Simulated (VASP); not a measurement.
N:

```
CELL_PARAMETERS angstrom
5.64400 0.00000 0.00000
0.00000 5.64400 0.00000
0.00000 0.00000 5.64400
ATOMIC_POSITIONS crystal
N 0.05400 0.05400 0.05400
N 0.44600 0.94600 0.55400
N 0.55400 0.44600 0.94600
N 0.94600 0.55400 0.44600
N 0.94600 0.94600 0.94600
N 0.55400 0.05400 0.44600
N 0.44600 0.55400 0.05400
N 0.05400 0.44600 0.55400
```

| Quantity | Value |
| --- | --- |
| Program | VASP 6.6.1 |
| Task | relaxation of cell and atoms |
| Functional | LDA |
| Potentials or basis | VASP PAW LDA potentials, release 64 (N) |
| Cutoff | 600 eV |
| k mesh | 3 × 3 × 3 |
| Occupations | fermi-dirac, width 0.05 eV |
| Spin | no spin polarisation |

At the start: pressure 10.2 GPa; volume 22.47 Å³/atom.

Problem. Where does the relaxation end?

Solution. Over 28 steps the energy falls by 113.8 meV/atom and the volume is 17.25 Å³/atom (-23.2 %); space group Pa-3 (No. 205, to 0.05 Å).

The path:
```
step  energy change (eV)  largest force (eV/Å)  pressure (GPa)  volume (Å³)
   1              0.0000                8.6855           10.19       179.79
   2             43.9852                8.2235          -18.46       219.60
   3             21.6886               14.8168          -25.48       198.62
   4              4.0756               13.1396          -19.55       186.41
   5             -0.0048                6.6303           -9.65       182.37
   6             -0.5784                3.5419           -5.40       181.23
   7             -0.7672                0.4676           -1.31       180.32
   8             -0.7706                0.0388           -0.74       180.20
   9             -0.7707                0.0411           -0.64       180.18
  10             -0.7707                0.0691           -0.59       180.17
  11             -0.7784                0.0961           -0.57       178.36
  12             -0.8013                0.1886           -0.45       173.00
  13             -0.8434                0.4405           -0.03       162.61
  14             -0.8876                1.2204            1.75       143.09
  15             -0.8884                1.2006            1.71       142.98
  16             -0.8907                1.1376            1.64       142.64
  17             -0.8948                1.0148            1.47       141.95
  18             -0.9016                0.7738            1.15       140.59
  19             -0.9092                0.3090            0.52       137.89
  20             -0.9100                0.0890            0.22       136.59
  21             -0.9100                0.1100            0.26       136.72
  22             -0.9101                0.1062            0.24       136.84
  23             -0.9102                0.0948            0.19       137.20
  24             -0.9103                0.0705            0.12       137.92
  25             -0.9103                0.0619            0.10       138.17
  26             -0.9104                0.0245            0.02       138.08
  27             -0.9104                0.0174           -0.04       137.99
  28             -0.9104                0.0079           -0.02       138.01
```

Final structure:
```
N
1.0
     5.16780    0.00000    0.00000
     0.00000    5.16780    0.00000
     0.00000    0.00000    5.16780
N
8
Direct
  0.06160 0.06160 0.06160
  0.43840 0.93840 0.56160
  0.56160 0.43840 0.93840
  0.93840 0.56160 0.43840
  0.93840 0.93840 0.93840
  0.56160 0.06160 0.43840
  0.43840 0.56160 0.06160
  0.06160 0.43840 0.56160
```

Caveat: the standard files for N, O and F lose accuracy on very short bonds; the volume moved by over 15 % at a fixed basis, so the end points are rough; the volume moved by -23 % from the deposited cell, more than functionals usually miss.
